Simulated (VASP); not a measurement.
Input of a VASP 6.6.1 run:

File INCAR:

```
ALGO = Normal ; EDIFF = 1E-6
ENCUT = 520 ; ISIF = 2
ISMEAR = -1 ; LASPH = T
LCHARG = F ; LREAL = F
LWAVE = F ; NBANDS = 12
NELM = 60 ; PREC = Accurate
SIGMA = 0.13605693000000002
```

Contents of KPOINTS:

```
k-points
0
Gamma
  14 14 14
```

File POSCAR:

```
Cr
1.0
    2.2880922054      0.0000000000      0.0000000000
    0.0000000000      2.2880922054      0.0000000000
    0.0000000000      0.0000000000      2.2880922054
Cr
1
Direct
    0.0000000000      0.0000000000      0.0000000000
```

Potentials or basis: VASP PAW LDA potentials, release 64 (Cr_pv).

Command:

```bash
$ cat potpaw_LDA.64/Cr_pv/POTCAR > POTCAR
$ mpirun -np 1 vasp_std > vasp.out
```

Question: Predict the band gap on the k mesh.

Answer: Zero (band 6 reaches 11.50 eV, above the bottom of band 7 at 9.75 eV).

Question: Estimate the pressure.

Answer: -1.0 GPa.

Caveat: the run has no spin polarisation, though such a crystal can be magnetic. Spin polarisation is off, so any magnetic state and its effect on volume and gap are missing.
